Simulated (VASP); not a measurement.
Set up this calculation in VASP 6.6.1, as the native input.

```yaml
Task: electric field gradients
Functional: PBEsol
Potentials_or_basis: VASP PAW PBE potentials, release 64 (Sc_sv, Si)
Cutoff: 520 eV
k_mesh: 13 × 13 × 11
Occupations: fermi-dirac, width 0.05 eV
Spin: no spin polarisation
Dipole_correction: no
Further_INCAR_settings: ALGO = Normal; EDIFF = 1e-08; NBANDS = 16
```

The structure of ScSi2 lies in POSCAR:

```
ScSi2
1.0
    3.6354342207      0.0000000000      0.0000000000
   -1.8177171104      3.1483783889      0.0000000000
    0.0000000000      0.0000000000      3.8440260630
Sc Si
1 2
Direct
    0.0000000000      0.0000000000      0.0000000000
    0.3333333333      0.6666666667      0.5000000000
    0.6666666667      0.3333333333      0.5000000000
```

The input as run:

INCAR

```
PREC = Accurate
ENCUT = 520
EDIFF = 1E-8
ISMEAR = -1
SIGMA = 0.05
LREAL = F
LASPH = T
NELM = 100
ALGO = Normal
ISIF = 2
LWAVE = F
LCHARG = F
GGA = PS
LEFG = T
NBANDS = 16
```

KPOINTS

```
regular mesh
0
Gamma
  13 13 11
```

Potentials or basis: VASP PAW PBE potentials, release 64 (Sc_sv, Si).

Command:

```sh
$ cat potpaw_PBE.64/Sc_sv/POTCAR potpaw_PBE.64/Si/POTCAR > POTCAR
$ mpirun -np 1 vasp_std > vasp.out
```

Results of the run:

| Property | Result |
| --- | --- |
| Pressure | 26.1 GPa |
| Band gap on the k mesh | zero (an odd number of electrons rules out a gap without spin polarisation) |
| Largest electric field gradient by atom | Sc -3.8; Si +17.8 V/Å² |

Caveat: the cell stands under pressure; without QUAD_EFG the Cq values of the log hold for a quadrupole moment of 1 mb, not for the nuclei; the PAW data sets were made with another functional, which shifts forces and pressure a little.

Wall time 2.1 min on 1 thread of Intel Xeon 8259CL, with other jobs on the host, peak memory 0.22 GiB.
